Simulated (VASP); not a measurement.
Crystal: PtS2.

```
CELL_PARAMETERS angstrom
3.54320 0.00000 0.00000
-1.77160 3.06850 0.00000
0.00000 0.00000 5.03880
ATOMIC_POSITIONS crystal
Pt 0.00000 0.00000 0.00000
S 0.33333 0.66667 0.25000
S 0.66667 0.33333 0.75000
```

```yaml
Program: VASP 6.6.1
Task: relaxation of cell and atoms
Functional: PBEsol
Potentials_or_basis: VASP PAW PBE potentials, release 64 (Pt, S)
Cutoff: 600 eV
k_mesh: 12 × 12 × 8
Occupations: gaussian, width 0.02 eV
Spin: no spin polarisation
```

At the start: pressure -3.0 GPa; volume 18.26 Å³/atom.

Q: Where does the relaxation end?

A: Over 16 steps the energy falls by 11.2 meV/atom and the volume is 17.68 Å³/atom (-3.2 %); space group P-3m1 (No. 164, to 0.1 Å) before and after.

The path:
```
step  energy change (eV)  largest force (eV/Å)  pressure (GPa)  volume (Å³)
   1              0.0000                0.5923           -3.03        54.78
   2              0.0124                0.4717            6.57        52.09
   3             -0.0210                0.1456            0.90        53.56
   4             -0.0310                0.0510            0.24        53.86
   5             -0.0326                0.0075           -0.18        54.05
   6             -0.0326                0.0042           -0.16        54.04
   7             -0.0326                0.0395            0.17        53.91
   8             -0.0326                0.0238            0.00        53.97
   9             -0.0326                0.0271            0.04        53.96
  10             -0.0327                0.0281            0.04        53.91
  11             -0.0329                0.0322           -0.01        53.77
  12             -0.0331                0.0412           -0.05        53.49
  13             -0.0333                0.0338           -0.03        53.42
  14             -0.0335                0.0133           -0.03        53.21
  15             -0.0334                0.0276            0.02        52.79
  16             -0.0336                0.0027            0.01        53.04
```

Final structure:
```yaml
crystal:
  lattice:
    - [3.56648, 0.00000, 0.00000]
    - [-1.78324, 3.08866, 0.00000]
    - [0.00000, 0.00000, 4.81497]
  atoms:
    - { symbol: Pt, position: [0.00000, 0.00000, 0.00000] }
    - { symbol: S, position: [0.33333, 0.66667, 0.24883] }
    - { symbol: S, position: [0.66667, 0.33333, 0.75117] }
```

Caveat: the PAW data sets were made with another functional, which shifts forces and pressure a little.
